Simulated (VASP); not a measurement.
# CsPbBr3 (R-3m) in VASP: a series of runs, part 2 of 2

VASP 6.6.1. The steps go on from the part before.

**4. Single point, PBEsol**

This run uses another cell than the first one, of the same volume but with other edges.

INCAR

```
PREC     = Accurate       # precision mode
ENCUT    = 520            # plane-wave cutoff, eV
EDIFF    = 1E-7           # SCF threshold, eV
ISMEAR   = 0              # smearing method
SIGMA    = 0.05           # smearing width, eV
LREAL    = False          # projectors in reciprocal space
LASPH    = True           # aspherical terms in the spheres
NELM     = 100            # most SCF steps
ALGO     = Normal         # electronic algorithm
ISIF     = 2              # what is computed and relaxed
LWAVE    = False          # write WAVECAR
LCHARG   = True           # write CHGCAR
GGA      = PS             # functional
LELF     = True           # ELF
LVHAR    = True         
NBANDS   = 30             # bands
```

KPOINTS

```
regular mesh
0
Gamma
  6 6 6
```

POSCAR

```
CsPbBr3
1.0
    5.8921402555      0.3682587660      0.3682587660
    0.3682587660      5.8921402555      0.3682587660
    0.3682587660      0.3682587660      5.8921402555
Cs Pb Br
1 1 3
Direct
    0.0000000000      0.0000000000      0.0000000000
    0.5000000000      0.5000000000      0.5000000000
    0.0000000000      0.5000000000      0.5000000000
    0.5000000000      0.0000000000      0.5000000000
    0.5000000000      0.5000000000      0.0000000000
```

Potentials or basis: VASP PAW PBE potentials, release 64 (Cs_sv, Pb_d, Br).

Run with:

```bash
> cat potpaw_PBE.64/Cs_sv/POTCAR potpaw_PBE.64/Pb_d/POTCAR potpaw_PBE.64/Br/POTCAR > POTCAR
> mpirun -np 1 vasp_std > vasp.out
```

OUTCAR:

```text
PREC = Accurate
   ENCUT = 520
   EDIFF = 1E-7
   ISMEAR = 0
   LREAL = False
   LASPH = True
   NELM = 100
   ISIF = 2
   GGA = PS

 ion  position               nearest neighbor table
   1  0.000  0.000  0.000-
   2  0.500  0.500  0.500-   3 2.96   4 2.96   5 2.96   5 2.96   4 2.96   3 2.96
   3  0.000  0.500  0.500-   2 2.96   2 2.96
   4  0.500  0.000  0.500-   2 2.96   2 2.96
   5  0.500  0.500  0.000-   2 2.96   2 2.96

  LATTYP: Found a trigonal (rhomboedric) cell.
 ALAT       =     5.9151116497
 COS(alpha) =     0.1279069768

  Lattice vectors:

 A1 = (   5.8921402555,   0.3682587660,   0.3682587660)
 A2 = (   0.3682587660,   5.8921402555,   0.3682587660)
 A3 = (   0.3682587660,   0.3682587660,   5.8921402555)

Analysis of symmetry for initial positions (statically):
=====================================================================
 Subroutine PRICEL returns:
 Original cell was already a primitive cell.

 Routine SETGRP: Setting up the symmetry group for a
 trigonal (rhombohedral) supercell.

 Subroutine GETGRP returns: Found 12 space group operations
 (whereof 12 operations were pure point group operations)
 out of a pool of 12 trial point group operations.

The static configuration has the point symmetry D_3d.

Analysis of symmetry for dynamics (positions and initial velocities):
=====================================================================
 Subroutine PRICEL returns:
 Original cell was already a primitive cell.

 Routine SETGRP: Setting up the symmetry group for a
 trigonal (rhombohedral) supercell.

 Subroutine GETGRP returns: Found 12 space group operations
 (whereof 12 operations were pure point group operations)
 out of a pool of 12 trial point group operations.

The dynamic configuration has the point symmetry D_3d.

 Subroutine INISYM returns: Found 12 space group operations
 (whereof 12 operations are pure point group operations),
 and found     1 'primitive' translations

----------------------------------------------------------------------------------------

                                     Primitive cell

  volume of cell :     202.2620

  direct lattice vectors                    reciprocal lattice vectors
     5.892140256  0.368258766  0.368258766     0.170974784 -0.010057340 -0.010057340
     0.368258766  5.892140256  0.368258766    -0.010057340  0.170974784 -0.010057340
     0.368258766  0.368258766  5.892140256    -0.010057340 -0.010057340  0.170974784

  length of vectors
     5.915111650  5.915111650  5.915111650     0.171565372  0.171565372  0.171565372

  position of ions in fractional coordinates (direct lattice)
     0.000000000  0.000000000  0.000000000
     0.500000000  0.500000000  0.500000000
     1.000000000  0.500000000  0.500000000
     0.500000000  1.000000000  0.500000000
     0.500000000  0.500000000  1.000000000

  ion indices of the primitive-cell ions
   primitive index   ion index
                 1           1
                 2           2
                 3           3
                 4           4
                 5           5

[... 23 lines left out ...]

 Found     32 irreducible k-points:

 Following reciprocal coordinates:
            Coordinates               Weight
  0.000000  0.000000  0.000000      1.000000
  0.166667 -0.000000  0.000000      6.000000
  0.333333  0.000000  0.000000      6.000000
  0.500000  0.000000  0.000000      3.000000
  0.166667  0.166667  0.000000      6.000000
  0.333333  0.166667  0.000000     12.000000
[... 16 lines left out ...]
  0.500000  0.500000  0.166667      6.000000
 -0.333333  0.500000  0.166667     12.000000
 [... further k-points ...]
   k-points           NKPTS =     32   k-points in BZ     NKDIM =     32   number of bands    NBANDS=     30
   number of dos      NEDOS =    301   number of ions     NIONS =      5
   total plane-waves  NPLWV = 110592
   dimension x,y,z NGX =    48 NGY =   48 NGZ =   48
   dimension x,y,z NGXF=    96 NGYF=   96 NGZF=   96
   ions per type =               1   1   3
   NGX,Y,Z   is equivalent  to a cutoff of  13.49, 13.49, 13.49 a.u.
   NGXF,Y,Z  is equivalent  to a cutoff of  26.98, 26.98, 26.98 a.u.
 SYSTEM =  unknown system
   PREC   = accura    normal or accurate (medium, high low for compatibility)
   ISTART =      0    job   : 0-new  1-cont  2-samecut
   ICHARG =      2    charge: 1-file 2-atom 10-const
   ISPIN  =      1    spin polarized calculation?
   LNONCOLLINEAR =      F non collinear calculations
   LSORBIT =      F    spin-orbit coupling
   LASPH  =      T    aspherical Exc in radial PAW
   ENCUT  =  520.0 eV  38.22 Ry    6.18 a.u.  11.00 11.00 11.00*2*pi/ulx,y,z
   NELM   =    100;   NELMIN=  2; NELMDL= -5     # of ELM steps
   EDIFF  = 0.1E-06   stopping-criterion for ELM
   LREAL  =      F    real-space projection
   EDIFFG = 0.1E-05   stopping-criterion for IOM
   NSW    =      0    number of steps for IOM
   IBRION =     -1    ionic relax: 0-MD 1-quasi-New 2-CG
   NFREE  =      0    steps in history (QN), initial steepest desc. (CG)
   ISIF   =      2    stress and relaxation
   ISYM   =      2    0-nonsym 1-usesym 2-fastsym
   POTIM  = 0.5000    time-step for ionic-motion
   TEBEG  =    0.0;   TEEND  =   0.0 temperature during run
   PSTRESS=    0.0 pullay stress
   NELECT =      44.0000    total number of electrons
   NUPDOWN=      -1.0000    fix difference up-down
   EMIN   =  10.00;   EMAX   =-10.00  energy-range for DOS
   EFERMI =   0.00;   METHOD = LEGACY
   ISMEAR =     0;   SIGMA  =   0.05  broadening in eV -4-tet -1-fermi 0-gaus
   EFERMI_NEDOS =   21; number of points for ismear=-14 and -15
   IALGO  =     38    algorithm
   IMIX   =      4    mixing-type and parameters
     AMIX     =   0.40;   BMIX     =  1.00
     AMIX_MAG =   1.60;   BMIX_MAG =  1.00
  volume/ion in A,a.u.               =      40.45       272.99
  Fermi-wavevector in a.u.,A,eV,Ry     =   0.984587  1.860600 13.189657  0.969412
  Thomas-Fermi vector in A             =   2.115831
   LORBIT       =      0    0 simple, 1 ext, 2 COOP (PROOUT), +10 PAW based schemes
   GGA     = PS    functional components
   LHFCALC =     F    Hartree Fock is set to
   AEXX    =    0.0000 exact exchange contribution
   IVDW    =     0    specifies the selected vdW correction
   LEPSILON=     F    determine dielectric tensor
   LRPA    =     F    only Hartree local field effects (RPA)
 non-spin polarized calculation
 Gauss-broadening in eV      SIGMA  =   0.05
  energy-cutoff  :      520.00
  volume of cell :      202.26
 maximum number of plane-waves:      5504
 NGX is ok and might be reduce to    48

 number of electron      44.0000010 magnetization

 Free energy of the ion-electron system (eV)
  ---------------------------------------------------
  ext. energy  EPLUGINS =         0.00000000
  ---------------------------------------------------
  free energy    TOTEN  =       -16.68965528 eV

  energy without entropy =      -16.68965528  energy(sigma->0) =      -16.68965528

 E-fermi :   1.2077     XC(G=0):  -7.8056

 val. band max:        1.0032370779   @ k =   0.5000   0.5000   0.5000
 cond. band min:       2.3724539027   @ k =   0.5000   0.5000   0.5000
 fundamental gap:      1.3692168249
 Fermi energy:         1.2076731544

 k-point     1 :       0.0000    0.0000    0.0000
  band No.  band energies     occupation
      1     -20.2085      2.00000
      2     -15.7003      2.00000
      3     -15.7003      2.00000
      4     -15.5714      2.00000
      5     -15.5714      2.00000
      6     -15.5366      2.00000
[... 781 lines left out ...]
     29       6.9639      0.00000
     30       7.2140      0.00000

 [... further k-points ...]

------------------------ aborting loop because EDIFF is reached ----------------------------------------

  FORCE on cell =-STRESS in cart. coord.  units (eV):
  Direction    XX          YY          ZZ          XY          YZ          ZX
  --------------------------------------------------------------------------------------
  -------------------------------------------------------------------------------------
  Total       -0.1257112     -0.1257112     -0.1257112     -0.6837399     -0.6837399     -0.6837399
  in kB       -0.9957958     -0.9957958     -0.9957958     -5.4161063     -5.4161063     -5.4161063
  external PRESSURE =      -0.9957958 kB  Pullay stress =       0.0000000 kB

 VOLUME and BASIS-vectors are now :
 -----------------------------------------------------------------------------
  energy-cutoff  :      520.00
  volume of cell :      202.26
      direct lattice vectors                 reciprocal lattice vectors
     5.892140256  0.368258766  0.368258766     0.170974784 -0.010057340 -0.010057340
     0.368258766  5.892140256  0.368258766    -0.010057340  0.170974784 -0.010057340
     0.368258766  0.368258766  5.892140256    -0.010057340 -0.010057340  0.170974784

 POSITION                                       TOTAL-FORCE (eV/Angst)
 -----------------------------------------------------------------------------------
      0.00000      0.00000      0.00000         0.000000     -0.000000     -0.000000
      3.31433      3.31433      3.31433        -0.000000      0.000000     -0.000000
      0.36826      3.13020      3.13020         0.000000     -0.000000     -0.000000
      3.13020      0.36826      3.13020        -0.000000     -0.000000      0.000000
      3.13020      3.13020      0.36826         0.000000     -0.000000     -0.000000
 -----------------------------------------------------------------------------------
    total drift:                               -0.000000     -0.000000     -0.000000

  FREE ENERGIE OF THE ION-ELECTRON SYSTEM (eV)
  ---------------------------------------------------
  free  energy   TOTEN  =       -16.6896552772 eV

  energy  without entropy=      -16.6896552772  energy(sigma->0) =      -16.68965528
```

Run time: 2.7 min. Hardware: 1 thread of AMD EPYC 9R45 (Zen 5), shared host; peak memory 0.41 GiB.

What came out:

```
Free energy            : -16.6897 eV
Pressure               : -0.1 GPa
Band gap on the k mesh : 1.37 eV
```

Stress tensor (GPa, compression positive):
```
-0.10 -0.54 -0.54
-0.54 -0.10 -0.54
-0.54 -0.54 -0.10
```

Caveat: the PAW data sets were made with another functional, which shifts forces and pressure a little; spin-orbit coupling is left out, which moves the levels of the heavy elements.

**5. Summary**

```csv
cell,gap on the mesh (eV),pressure (GPa)
"a = 6.173 Å, angles 105.7°, 5 atoms",0.65,-0.8
"a = 5.903 Å, angles 95.9°, 5 atoms",1.13,-0.1
"a = 5.915 Å, angles 82.7°, 5 atoms",1.37,-0.1
```

Alike in all rows: task single point; level PBEsol; potentials or basis VASP PAW PBE potentials, release 64 (Cs_sv, Pb_d, Br); no spin polarisation; k mesh 6 × 6 × 6; cutoff (eV) 520; smearing gaussian 0.05 eV.

Caveats: the PAW data sets were made with another functional, which shifts forces and pressure a little; spin-orbit coupling is left out, which moves the levels of the heavy elements.

Absolute energies hang on the potentials; compare differences alone.
